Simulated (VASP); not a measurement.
# TaRu4 (P6_3/mmc) in VASP: a series of runs, part 2 of 2

VASP 6.6.1. The steps go on from the part before.

**3. Single point, PBE, collinear spin, ferromagnetic start**

This run uses another cell than the first one, of 14.70 Å³/atom.

The input, INCAR:

```
SYSTEM = TaRu4
ALGO = Normal
EDIFF = 1E-7
ENCUT = 520
GGA = PE
ISIF = 2
ISMEAR = 0
ISPIN = 2
LASPH = .TRUE.
LCHARG = .FALSE.
LMAXMIX = 4
LORBIT = 11
LREAL = .FALSE.
LWAVE = .FALSE.
MAGMOM = 0 0 1 1 1 1 1 1 1 1
NBANDS = 82
NELM = 150
PREC = Accurate
SIGMA = 0.1
```

The input, KPOINTS:

```
k-points
0
G
  6 6 1
  0 0 0
```

The input, POSCAR:

```
TaRu4
1.0
    2.7651084814      0.0000000000      0.0000000000
   -1.3825542407      2.3946541891      0.0000000000
    0.0000000000      0.0000000000     22.1965381402
Ta Ru
2 8
Direct
    0.3333333333      0.6666666667      0.7500000000
    0.6666666667      0.3333333333      0.2500000000
    0.3333333333      0.6666666667      0.9525637154
    0.3333333333      0.6666666667      0.1431765828
    0.3333333333      0.6666666667      0.3568234172
    0.3333333333      0.6666666667      0.5474362846
    0.6666666667      0.3333333333      0.8568234172
    0.6666666667      0.3333333333      0.0474362846
    0.6666666667      0.3333333333      0.4525637154
    0.6666666667      0.3333333333      0.6431765828
```

Potentials or basis: VASP PAW PBE potentials, release 64 (Ta_pv, Ru_pv).

Command:

```sh
$ cat potpaw_PBE.64/Ta_pv/POTCAR potpaw_PBE.64/Ru_pv/POTCAR > POTCAR
$ mpirun -np 1 vasp_std > vasp.out
```

OUTCAR:

```text
SYSTEM = TaRu4
   EDIFF = 1E-7
   ENCUT = 520
   GGA = PE
   ISIF = 2
   ISMEAR = 0
   ISPIN = 2
   LASPH = .TRUE.
   LORBIT = 11
   LREAL = .FALSE.
   NELM = 150
   PREC = Accurate

 ion  position               nearest neighbor table
   1  0.333  0.667  0.750-   7 2.86  10 2.86   7 2.86  10 2.86   7 2.86  10 2.86
   2  0.667  0.333  0.250-   4 2.86   5 2.86   4 2.86   5 2.86   4 2.86   5 2.86
   3  0.333  0.667  0.953-   8 2.64   8 2.64   8 2.64   7 2.66   7 2.66   7 2.66
   4  0.333  0.667  0.143-   8 2.66   8 2.66   8 2.66   2 2.86   2 2.86   2 2.86
   5  0.333  0.667  0.357-   9 2.66   9 2.66   9 2.66   2 2.86   2 2.86   2 2.86
   6  0.333  0.667  0.547-   9 2.64   9 2.64   9 2.64  10 2.66  10 2.66  10 2.66
   7  0.667  0.333  0.857-   3 2.66   3 2.66   3 2.66   1 2.86   1 2.86   1 2.86
   8  0.667  0.333  0.047-   3 2.64   3 2.64   3 2.64   4 2.66   4 2.66   4 2.66
   9  0.667  0.333  0.453-   6 2.64   6 2.64   6 2.64   5 2.66   5 2.66   5 2.66
  10  0.667  0.333  0.643-   6 2.66   6 2.66   6 2.66   1 2.86   1 2.86   1 2.86

  LATTYP: Found a hexagonal cell.
 ALAT       =     2.7651084814
 C/A-ratio  =     8.0273661195

  Lattice vectors:

 A1 = (   2.7651084814,   0.0000000000,   0.0000000000)
 A2 = (  -1.3825542407,   2.3946541891,   0.0000000000)
 A3 = (   0.0000000000,   0.0000000000,  22.1965381402)

Analysis of symmetry for initial positions (statically):
=====================================================================
 Subroutine PRICEL returns:
 Original cell was already a primitive cell.

 Routine SETGRP: Setting up the symmetry group for a
 hexagonal supercell.

 Subroutine GETGRP returns: Found 24 space group operations
 (whereof 12 operations were pure point group operations)
 out of a pool of 24 trial point group operations.

The static configuration has the point symmetry D_3d.
 The point group associated with its full space group is D_6h.

[... 768 lines left out ...]
      4     -32.2771      1.00000
      5     -32.0205      1.00000
      6     -32.0205      1.00000
[... 563 lines left out ...]
     78      13.0304      0.00000
     79      14.5718      0.00000
 [bands above 79 left out]

------------------------ aborting loop because EDIFF is reached ----------------------------------------

  FORCE on cell =-STRESS in cart. coord.  units (eV):
  Direction    XX          YY          ZZ          XY          YZ          ZX
  --------------------------------------------------------------------------------------
  -------------------------------------------------------------------------------------
  Total        0.0080320      0.0080320      0.0030863     -0.0000000      0.0000000     -0.0000000
  in kB        0.0875579      0.0875579      0.0336445     -0.0000000      0.0000000     -0.0000000
  external PRESSURE =       0.0695868 kB  Pullay stress =       0.0000000 kB

 VOLUME and BASIS-vectors are now :
 -----------------------------------------------------------------------------
  energy-cutoff  :      520.00
  volume of cell :      146.97
      direct lattice vectors                 reciprocal lattice vectors
     2.765108481  0.000000000  0.000000000     0.361649464  0.208798415  0.000000000
    -1.382554241  2.394654189  0.000000000     0.000000000  0.417596831  0.000000000
     0.000000000  0.000000000 22.196538140     0.000000000  0.000000000  0.045052070

 POSITION                                       TOTAL-FORCE (eV/Angst)
 -----------------------------------------------------------------------------------
     -0.00000      1.59644     16.64740        -0.000000      0.000000      0.000000
      1.38255      0.79822      5.54913         0.000000     -0.000000      0.000000
     -0.00000      1.59644     21.14362        -0.000000      0.000000     -0.002818
     -0.00000      1.59644      3.17802        -0.000000     -0.000000     -0.009520
     -0.00000      1.59644      7.92024         0.000000      0.000000      0.009520
     -0.00000      1.59644     12.15119         0.000000     -0.000000      0.002818
      1.38255      0.79822     19.01851        -0.000000     -0.000000      0.009520
      1.38255      0.79822      1.05292         0.000000     -0.000000      0.002818
      1.38255      0.79822     10.04535         0.000000      0.000000     -0.002818
      1.38255      0.79822     14.27629        -0.000000     -0.000000     -0.009520
 -----------------------------------------------------------------------------------
    total drift:                               -0.000000      0.000000     -0.000000

  FREE ENERGIE OF THE ION-ELECTRON SYSTEM (eV)
  ---------------------------------------------------
  free  energy   TOTEN  =       -97.0436042755 eV

  energy  without entropy=      -96.9949370975  energy(sigma->0) =      -97.01927069

 total charge

# of ion       s       p       d       tot
------------------------------------------
    1        0.399   6.195   2.450   9.044
    2        0.399   6.195   2.450   9.044
    3        0.398   6.294   5.913  12.605
    4        0.391   6.281   5.932  12.604
    5        0.391   6.281   5.932  12.604
    6        0.398   6.294   5.913  12.605
    7        0.391   6.281   5.932  12.604
    8        0.398   6.294   5.913  12.605
    9        0.398   6.294   5.913  12.605
   10        0.391   6.281   5.932  12.604
--------------------------------------------------
tot          3.953  62.690  52.279 118.923

 magnetization (x)

# of ion       s       p       d       tot
------------------------------------------
    1        0.000   0.000   0.000   0.000
    2        0.000   0.000   0.000   0.000
    3        0.000   0.000  -0.000  -0.000
    4       -0.000   0.000   0.000  -0.000
    5       -0.000   0.000   0.000  -0.000
    6        0.000   0.000  -0.000  -0.000
    7       -0.000   0.000   0.000  -0.000
    8        0.000   0.000  -0.000  -0.000
    9        0.000   0.000  -0.000  -0.000
   10       -0.000   0.000   0.000  -0.000
--------------------------------------------------
tot          0.000   0.000  -0.000   0.000
```

Run time: 2.9 min. Hardware: 1 thread of Intel Xeon 6975P-C (Granite Rapids), shared host; peak memory 0.42 GiB.

Results:

```yaml
Free_energy: -97.0436 eV
Pressure: 0.0 GPa
Largest_force: 0.010 eV/Å
Band_gap_on_the_k_mesh: zero (filled and empty bands overlap)
Net_moment: 0.00 μB per cell
Valence_electrons_inside_the_program's_atomic_spheres: Ta 9.04; Ru 12.61, 12.60 (each value once)
```

Forces on the atoms (eV/Å):
```
Ta   0.000  0.000  0.000
Ta   0.000  0.000  0.000
Ru   0.000  0.000 -0.003
Ru   0.000  0.000 -0.010
Ru   0.000  0.000  0.010
Ru   0.000  0.000  0.003
Ru   0.000  0.000  0.010
Ru   0.000  0.000  0.003
Ru   0.000  0.000 -0.003
Ru   0.000  0.000 -0.010
```

Levels at points of the mesh, in eV from the Fermi level:
Spin up:
| k point | band 62 | band 63 | band 64 | band 65 | band 66 | band 67 | band 68 | band 69 | band 70 | band 71 |
| --- | --- | --- | --- | --- | --- | --- | --- | --- | --- | --- |
| (0.00, 0.00, 0.00) | -1.63 | -1.10 | -1.03 | -1.03 | -0.99 | -0.99 | -0.25 | -0.25 | -0.22 | -0.09 |
| (0.50, 0.00, 0.00) | 0.24 | 0.53 | 0.88 | 0.89 | 1.19 | 1.19 | 1.21 | 1.46 | 1.48 | 1.58 |
Spin down:
```tsv
k point	band 63	band 64	band 65	band 66	band 67	band 68	band 69	band 70
(0.00, 0.00, 0.00)	-1.10	-1.03	-1.03	-0.99	-0.99	-0.25	-0.25	-0.22
(0.50, 0.00, 0.00)	0.53	0.88	0.89	1.19	1.19	1.21	1.46	1.48
```

Caveat: the k points lie up to 0.44 Å⁻¹ apart, too coarse for converged energies and pressures of a metal; spin-orbit coupling is left out, which moves the levels of the heavy elements.
